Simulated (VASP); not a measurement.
# Li2CrCdS4 (C2) in VASP: single point with r2SCAN

Aim: the single point of Li2CrCdS4 with r2SCAN.

All numbers are computed with VASP 6.6.1; they aren't measurements. Logs are shortened: lines on timing, memory, paths and dates and some standing lists are left out, and cuts for length are marked.

### 1 The cell of the first run

The structure is monoclinic, space group C2 (No. 5). Conventional cell: a = 8.676 Å, b = 8.806 Å, c = 6.153 Å, α = 90.00°, β = 134.74°, γ = 90.00°. Within 3.1 Å of Cd (site symmetry 2) lie 4 S at 2.34 to 2.35 Å. Cr (site symmetry 2) has 4 S at 2.22 to 2.23 Å within 2.9 Å. Li (site symmetry 2) has 8 S at 2.55 to 4.12 Å and 4 Cd at 3.59 to 4.01 Å and 4 Li at 3.74 to 3.84 Å and 5 Cr at 4.04 to 4.39 Å within 4.4 Å. Within 3.2 Å of Li (site symmetry 2) lie 4 S at 2.42 to 2.68 Å. Within 2.9 Å of S (site symmetry 1) lie 1 Cr at 2.22 Å and 1 Cd at 2.35 Å and 2 Li at 2.55 to 2.68 Å. S (site symmetry 1) has 1 Cr at 2.23 Å and 1 Cd at 2.34 Å and 2 Li at 2.42 to 2.88 Å within 2.9 Å.

### 2 Single point, r2SCAN

File POSCAR:

```
Li2CrCdS4
1.0
    4.3378894500      4.4028507800      0.0000000000
    4.3378894500     -4.4028507800      0.0000000000
    4.3445259700      0.0000000000     -4.3703886500
Cd Cr Li S
1 1 2 4
Direct
    0.0054000000      0.9946000000      0.5000000000
    0.2550500000      0.7449500000      0.0000000000
    0.7966000000      0.2034000000      0.0000000000
    0.5373000000      0.4627000000      0.5000000000
    0.6156000000      0.8502000000      0.9741000000
    0.1498000000      0.3844000000      0.0259000000
    0.3335000000      0.0803000000      0.5618000000
    0.9197000000      0.6665000000      0.4382000000
```

File INCAR.step1:

```
SYSTEM = Li2CrCdS4
ALGO = Normal
EDIFF = 1E-4
ENCUT = 520
GGA = PE
ISMEAR = -1
LASPH = .True.
LCHARG = .False.
LREAL = .False.
LWAVE = .True.
NBANDS = 37
NELM = 100
PREC = Accurate
SIGMA = 0.1
```

File INCAR.step2:

```
SYSTEM = Li2CrCdS4
ALGO = Normal
EDIFF = 1E-7
ENCUT = 520
ISIF = 2
ISMEAR = -1
ISTART = 1
LASPH = .True.
LCHARG = .True.
LELF = .True.
LMIXTAU = .True.
LREAL = .False.
LVHAR = .True.
LWAVE = .False.
METAGGA = R2SCAN
NBANDS = 37
NELM = 100
PREC = Accurate
SIGMA = 0.1
```

File KPOINTS:

```
k-points
0
Gamma
  4 4 4
  0 0 0
```

Potentials or basis: VASP PAW PBE potentials, release 64 (Cd, Cr_pv, Li_sv, S).

Launch:

```bash
$ cat potpaw_PBE.64/Cd/POTCAR potpaw_PBE.64/Cr_pv/POTCAR potpaw_PBE.64/Li_sv/POTCAR potpaw_PBE.64/S/POTCAR > POTCAR
$ cp INCAR.step1 INCAR
$ mpirun -np 1 vasp_std > vasp.out
$ cp INCAR.step2 INCAR
$ mpirun -np 1 vasp_std > vasp.out
```

OUTCAR:

```text
SYSTEM = Li2CrCdS4
   EDIFF = 1E-7
   ENCUT = 520
   ISIF = 2
   ISMEAR = -1
   ISTART = 1
   LASPH = .True.
   LREAL = .False.
   METAGGA = R2SCAN
   NELM = 100
   PREC = Accurate

 ion  position               nearest neighbor table
   1  0.005  0.995  0.500-   7 2.34   8 2.34   5 2.35   6 2.35
   2  0.255  0.745  0.000-   5 2.22   6 2.22   7 2.23   8 2.23
   3  0.797  0.203  0.000-   5 2.55   6 2.55
   4  0.537  0.463  0.500-   7 2.42   8 2.42   6 2.68   5 2.68
   5  0.616  0.850  0.974-   2 2.22   1 2.35   3 2.55   4 2.68
   6  0.150  0.384  0.026-   2 2.22   1 2.35   3 2.55   4 2.68
   7  0.334  0.080  0.562-   2 2.23   1 2.34   4 2.42
   8  0.920  0.666  0.438-   2 2.23   1 2.34   4 2.42

  LATTYP: Found a base centered monoclinic cell.
 ALAT       =     8.6757789000
 B/A-ratio  =     1.0149753309
 C/A-ratio  =     0.7092218542
 COS(beta)  =    -0.7039194421

  Lattice vectors:

 A1 = (   4.3378894500,   4.4028507800,   0.0000000000)
 A2 = (   4.3378894500,  -4.4028507800,   0.0000000000)
 A3 = (  -4.3312529300,   0.0000000000,  -4.3703886500)

Analysis of symmetry for initial positions (statically):
=====================================================================
 Subroutine PRICEL returns:
 Original cell was already a primitive cell.

 Routine SETGRP: Setting up the symmetry group for a
 base centered monoclinic supercell.

 Subroutine GETGRP returns: Found  2 space group operations
 (whereof  2 operations were pure point group operations)
 out of a pool of  4 trial point group operations.

The static configuration has the point symmetry C_2 .

Analysis of symmetry for dynamics (positions and initial velocities):
=====================================================================
 Subroutine PRICEL returns:
 Original cell was already a primitive cell.

 Routine SETGRP: Setting up the symmetry group for a
 base centered monoclinic supercell.

 Subroutine GETGRP returns: Found  2 space group operations
 (whereof  2 operations were pure point group operations)
 out of a pool of  4 trial point group operations.

The dynamic configuration has the point symmetry C_2 .

 Subroutine INISYM returns: Found  2 space group operations
 (whereof  2 operations are pure point group operations),
 and found     1 'primitive' translations

----------------------------------------------------------------------------------------

                                     Primitive cell

  volume of cell :     166.9408

  direct lattice vectors                    reciprocal lattice vectors
     4.337889450  4.402850780  0.000000000     0.115263426  0.113562786  0.114581331
     4.337889450 -4.402850780  0.000000000     0.115263426 -0.113562786  0.114581331
     4.344525970  0.000000000 -4.370388650     0.000000000  0.000000000 -0.228812602

  length of vectors
     6.180807380  6.180807380  6.162402361     0.198270132  0.198270132  0.228812602

  position of ions in fractional coordinates (direct lattice)
     0.005400000  0.994600000  0.500000000
     0.255050000  0.744950000  0.000000000
     0.796600000  0.203400000  0.000000000
     0.537300000  0.462700000  0.500000000
     0.615600000  0.850200000  0.974100000
     0.149800000  0.384400000  0.025900000
     0.333500000  0.080300000  0.561800000
     0.919700000  0.666500000  0.438200000

  ion indices of the primitive-cell ions
   primitive index   ion index
                 1           1
                 2           2
                 3           3
                 4           4
                 5           5
                 6           6
                 7           7
                 8           8

----------------------------------------------------------------------------------------

 KPOINTS: k-points

Automatic generation of k-mesh.
 Grid dimensions read from file:
 generate k-points for:    4    4    4

 Generating k-lattice:

  Cartesian coordinates                     Fractional coordinates (reciprocal lattice)
     0.028815857  0.028390696  0.028645333     0.250000000 -0.000000000 -0.000000000
     0.028815857 -0.028390696  0.028645333    -0.000000000  0.250000000 -0.000000000
     0.000000000  0.000000000 -0.057203151     0.000000000  0.000000000  0.250000000

  Length of vectors
     0.049567533  0.049567533  0.057203151

  Shift w.r.t. Gamma in fractional coordinates (k-lattice)
     0.000000000  0.000000000  0.000000000

 Subroutine IBZKPT returns following result:
 ===========================================

 Found     24 irreducible k-points:

 Following reciprocal coordinates:
            Coordinates               Weight
  0.000000  0.000000  0.000000      1.000000
  0.250000 -0.000000 -0.000000      4.000000
  0.500000 -0.000000 -0.000000      2.000000
  0.250000  0.250000 -0.000000      2.000000
  0.500000  0.250000  0.000000      4.000000
 -0.250000  0.250000  0.000000      2.000000
[... 16 lines left out ...]
 -0.250000  0.250000  0.500000      2.000000
  0.500000  0.500000  0.500000      1.000000
   k-points           NKPTS =     24   k-points in BZ     NKDIM =     24   number of bands    NBANDS=     37
   number of dos      NEDOS =    301   number of ions     NIONS =      8
   total plane-waves  NPLWV = 110592
   dimension x,y,z NGX =    48 NGY =   48 NGZ =   48
   dimension x,y,z NGXF=    96 NGYF=   96 NGZF=   96
   ions per type =               1   1   2   4
   NGX,Y,Z   is equivalent  to a cutoff of  12.91, 12.91, 12.95 a.u.
   NGXF,Y,Z  is equivalent  to a cutoff of  25.82, 25.82, 25.90 a.u.
 SYSTEM =  Li2CrCdS4
   PREC   = accura    normal or accurate (medium, high low for compatibility)
   ISTART =      1    job   : 0-new  1-cont  2-samecut
   ICHARG =      0    charge: 1-file 2-atom 10-const
   ISPIN  =      1    spin polarized calculation?
   LNONCOLLINEAR =      F non collinear calculations
   LSORBIT =      F    spin-orbit coupling
   LASPH  =      T    aspherical Exc in radial PAW
   ENCUT  =  520.0 eV  38.22 Ry    6.18 a.u.  11.49 11.49 11.46*2*pi/ulx,y,z
   NELM   =    100;   NELMIN=  2; NELMDL=  0     # of ELM steps
   EDIFF  = 0.1E-06   stopping-criterion for ELM
   LREAL  =      F    real-space projection
   EDIFFG = 0.1E-05   stopping-criterion for IOM
   NSW    =      0    number of steps for IOM
   IBRION =     -1    ionic relax: 0-MD 1-quasi-New 2-CG
   NFREE  =      0    steps in history (QN), initial steepest desc. (CG)
   ISIF   =      2    stress and relaxation
   ISYM   =      2    0-nonsym 1-usesym 2-fastsym
   POTIM  = 0.5000    time-step for ionic-motion
   TEBEG  =    0.0;   TEEND  =   0.0 temperature during run
   PSTRESS=    0.0 pullay stress
   NELECT =      54.0000    total number of electrons
   NUPDOWN=      -1.0000    fix difference up-down
   EMIN   =  10.00;   EMAX   =-10.00  energy-range for DOS
   EFERMI =   0.00;   METHOD = LEGACY
   ISMEAR =    -1;   SIGMA  =   0.10  broadening in eV -4-tet -1-fermi 0-gaus
   EFERMI_NEDOS =   21; number of points for ismear=-14 and -15
   IALGO  =     38    algorithm
   IMIX   =      4    mixing-type and parameters
     AMIX     =   0.40;   BMIX     =  1.00
     AMIX_MAG =   1.60;   BMIX_MAG =  1.00
  volume/ion in A,a.u.               =      20.87       140.82
  Fermi-wavevector in a.u.,A,eV,Ry     =   1.123790  2.123656 17.182858  1.262904
  Thomas-Fermi vector in A             =   2.260458
   LORBIT       =      0    0 simple, 1 ext, 2 COOP (PROOUT), +10 PAW based schemes
   METAGGA = R2SCAN    functional components
   LHFCALC =     F    Hartree Fock is set to
   AEXX    =    0.0000 exact exchange contribution
   IVDW    =     0    specifies the selected vdW correction
   LEPSILON=     F    determine dielectric tensor
   LRPA    =     F    only Hartree local field effects (RPA)
 non-spin polarized calculation
  energy-cutoff  :      520.00
  volume of cell :      166.94
 maximum number of plane-waves:      4529
 NGX is ok and might be reduce to    48
   NGX = 23   NGY = 23   NGZ = 23

 number of electron      53.9999991 magnetization

 Free energy of the ion-electron system (eV)
  ---------------------------------------------------
  ext. energy  EPLUGINS =         0.00000000
  ---------------------------------------------------
  free energy    TOTEN  =       -77.66945041 eV

  energy without entropy =      -77.46753003  energy(sigma->0) =      -77.56849022

 E-fermi :   2.8987     XC(G=0):  -9.3293

 val. band max:        2.8895155197   @ k =   0.0000   0.0000   0.0000
 cond. band min:       2.9144490818   @ k =  -0.2500   0.2500   0.0000
 fundamental gap:      0.0249335621
 Fermi energy:         2.8987082362

 k-point     1 :       0.0000    0.0000    0.0000
  band No.  band energies     occupation
      1     -45.2419      2.00000
      2     -44.6244      2.00000
      3     -42.4083      2.00000
      4     -42.3491      2.00000
      5     -42.3286      2.00000
      6     -11.2385      2.00000
[... 29 lines left out ...]
     36       9.6650      0.00000
     37       9.8514      0.00000

 k-point     2 :       0.2500   -0.0000   -0.0000
  band No.  band energies     occupation
      1     -45.2419      2.00000
      2     -44.6244      2.00000
      3     -42.4083      2.00000
      4     -42.3491      2.00000
      5     -42.3286      2.00000
      6     -11.1122      2.00000
[... 29 lines left out ...]
     36       8.9306      0.00000
     37       9.3252      0.00000

 k-point     3 :       0.5000   -0.0000   -0.0000
  band No.  band energies     occupation
      1     -45.2419      2.00000
      2     -44.6243      2.00000
      3     -42.4083      2.00000
      4     -42.3491      2.00000
      5     -42.3286      2.00000
      6     -10.9159      2.00000
[... 29 lines left out ...]
     36       8.7673      0.00000
     37       8.9042      0.00000

 k-point     4 :       0.2500    0.2500   -0.0000
  band No.  band energies     occupation
      1     -45.2419      2.00000
      2     -44.6243      2.00000
      3     -42.4083      2.00000
      4     -42.3491      2.00000
      5     -42.3286      2.00000
      6     -10.9360      2.00000
[... 29 lines left out ...]
     36       8.4885      0.00000
     37       9.2291      0.00000
[... 683 lines left out ...]
      1     -45.2419      2.00000
      2     -44.6244      2.00000
      3     -42.4083      2.00000
      4     -42.3491      2.00000
      5     -42.3286      2.00000
      6     -10.8498      2.00000
[... 29 lines left out ...]
     36       8.4452      0.00000
     37       9.2373      0.00000

 k-point    23 :      -0.2500    0.2500    0.5000
  band No.  band energies     occupation
      1     -45.2419      2.00000
      2     -44.6243      2.00000
      3     -42.4083      2.00000
      4     -42.3491      2.00000
      5     -42.3286      2.00000
      6     -10.7211      2.00000
[... 29 lines left out ...]
     36       8.4771      0.00000
     37       9.2537      0.00000

 k-point    24 :       0.5000    0.5000    0.5000
  band No.  band energies     occupation
      1     -45.2419      2.00000
      2     -44.6243      2.00000
      3     -42.4083      2.00000
      4     -42.3491      2.00000
      5     -42.3286      2.00000
      6     -10.7168      2.00000
[... 29 lines left out ...]
     36       8.8650      0.00000
     37       9.0237      0.00000

------------------------ aborting loop because EDIFF is reached ----------------------------------------

  FORCE on cell =-STRESS in cart. coord.  units (eV):
  Direction    XX          YY          ZZ          XY          YZ          ZX
  --------------------------------------------------------------------------------------
  -------------------------------------------------------------------------------------
  Total        3.2587971      2.3106027      1.2358338      0.0000000      0.0000000     -0.1325168
  in kB       31.2755826     22.1754972     11.8606407      0.0000000      0.0000000     -1.2718007
  external PRESSURE =      21.7705735 kB  Pullay stress =       0.0000000 kB

 VOLUME and BASIS-vectors are now :
 -----------------------------------------------------------------------------
  energy-cutoff  :      520.00
  volume of cell :      166.94
      direct lattice vectors                 reciprocal lattice vectors
     4.337889450  4.402850780  0.000000000     0.115263426  0.113562786  0.114581331
     4.337889450 -4.402850780  0.000000000     0.115263426 -0.113562786  0.114581331
     4.344525970  0.000000000 -4.370388650     0.000000000  0.000000000 -0.228812602

 POSITION                                       TOTAL-FORCE (eV/Angst)
 -----------------------------------------------------------------------------------
      6.51015     -4.35530     -2.18519        -0.000000     -0.041079      0.000000
      4.33789     -2.15696      0.00000        -0.000000     -0.064795      0.000000
      4.33789      2.61177      0.00000        -0.000000     -0.157250      0.000000
      6.51015      0.32845     -2.18519        -0.000000     -0.262095      0.000000
     10.59048     -1.03291     -4.25720        -0.760374     -1.162059     -1.790071
      2.42982     -1.03291     -0.11319         0.760374     -1.162059      1.790071
      4.23577      1.11480     -2.45528         1.709765      1.424669     -0.839059
      8.78453      1.11480     -1.91510        -1.709765      1.424669      0.839059
 -----------------------------------------------------------------------------------
    total drift:                                0.000000     -0.009984     -0.000000

  FREE ENERGIE OF THE ION-ELECTRON SYSTEM (eV)
  ---------------------------------------------------
  free  energy   TOTEN  =       -77.6694504132 eV

  energy  without entropy=      -77.4675300325  energy(sigma->0) =      -77.56849022
```

It took 10 min on 1 thread of Intel Xeon Platinum 8488C (Sapphire Rapids), shared host; peak memory 0.46 GiB.

What came out:

| Property | Result |
| --- | --- |
| Free energy | -77.6695 eV |
| Largest force | 2.378 eV/Å |
| Band gap on the k mesh | zero (bands 27 and 28 overlap by 0.37 eV) |

Forces in eV/Å, atoms in the order of the input:
```
Cd   0.000 -0.041  0.000
Cr   0.000 -0.065  0.000
Li   0.000 -0.157  0.000
Li   0.000 -0.262  0.000
S   -0.760 -1.162 -1.790
S    0.760 -1.162  1.790
S    1.710  1.425 -0.839
S   -1.710  1.425  0.839
```

Levels at points of the mesh, in eV from the Fermi level:
```csv
k point,band 25,band 26,band 27,band 28,band 29,band 30
"(0.00, 0.00, 0.00)",-2.41,-2.27,-0.01,0.05,1.18,1.31
"(0.50, 0.00, 0.00)",-2.03,-1.50,-0.23,0.20,0.82,0.98
"(0.50, 0.50, 0.00)",-1.84,-1.70,-0.52,-0.23,0.73,0.81
"(0.00, 0.00, 0.50)",-2.04,-1.27,0.07,0.21,0.70,1.05
"(0.50, 0.00, 0.50)",-2.07,-1.48,-0.24,0.19,0.81,0.97
"(0.50, 0.50, 0.50)",-2.06,-1.23,0.08,0.19,0.74,0.99
```

Caveat: the cutoff is under 1.25 times the usual one of these potentials, so pressure, stress and relaxed cells hold a basis-set (Pulay) error; the PAW data sets were made with another functional, which shifts forces and pressure a little; the run has no spin polarisation, though such a crystal can be magnetic.
